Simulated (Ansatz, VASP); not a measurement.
## P: VASP beside Ansatz

The input POSCAR:

```
P
1.0
    3.2884131033      0.0000000000      0.0000000000
    0.0000000000     34.8700057900      0.0000000000
    0.0000000000      0.0000000000      4.5873403583
P
4
Direct
    0.0000000000      0.9700352370      0.5897387270
    0.0000000000      0.0299647630      0.4102612730
    0.5000000000      0.0299647630      0.0897387270
    0.5000000000      0.9700352370      0.9102612730
```

Contents of INCAR.step1:

```
  ALGO = Normal
  EDIFF = 1E-5
  ENCUT = 520
  GGA = PE
  ISIF = 2
  ISMEAR = 0
  LASPH = T
  LREAL = F
  LWAVE = T
  NBANDS = 18
  NELM = 80
  PREC = Accurate
  SIGMA = 0.01
```

File INCAR.step2:

```
  ALGO = Normal
  EDIFF = 1E-6
  ENCUT = 520
  GGA = PE
  HFSCREEN = 0.2079
  ISIF = 2
  ISMEAR = 0
  ISTART = 1
  LASPH = T
  LCHARG = T
  LELF = T
  LHFCALC = T
  LREAL = F
  LVHAR = T
  LWAVE = F
  NBANDS = 18
  NELM = 80
  PREC = Accurate
  PRECFOCK = Normal
  SIGMA = 0.01
```

File KPOINTS:

```
k-points
0
Gamma
  4 1 4
```

Input for Ansatz:

```yaml
crystal:
  lattice:
    - [3.2884131033, 0.0, 0.0]
    - [0.0, 34.87000579, 0.0]
    - [0.0, 0.0, 4.5873403583]
  atoms:
    - { symbol: P, position: [0.0, 0.970035237, 0.589738727] }
    - { symbol: P, position: [0.0, 0.029964763, 0.410261273] }
    - { symbol: P, position: [0.5, 0.029964763, 0.089738727] }
    - { symbol: P, position: [0.5, 0.970035237, 0.910261273] }
kpoints:
  mp_grid: { grid: [4, 1, 4] }
hamiltonian:
  xc: hse06
scf:
  occupations: { method: fixed }
  n_extra_bands: 5
output:
  forces: true
  stress: true
  eigenvalues: true
```

Alike in both runs: task single point; functional HSE06; k mesh 4 × 1 × 4; no spin polarisation.

```csv
,VASP,Ansatz
version,VASP 6.6.1,Ansatz 0.2.0
potentials or method,"VASP PAW PBE potentials, release 64 (P)","plane waves, PAW"
plane-wave cutoff (eV),520,420
occupations,"gaussian, width 0.01 eV",fixed
valence electrons in the cell,20,20
```

```tsv
	VASP	Ansatz	Ansatz less VASP
gap on the k mesh at the Fermi level (eV)	1.57	1.55	-0.019
rms of the force components (eV/Å)	0.112	0.075	-0.0368
```

Atom by atom the forces differ by 0.050 eV/Å (rms over components). Ansatz's warnings: stress exchange threshold loose, stress scf threshold loose.

The k mesh is coarse, so the values compare programs but aren't converged.
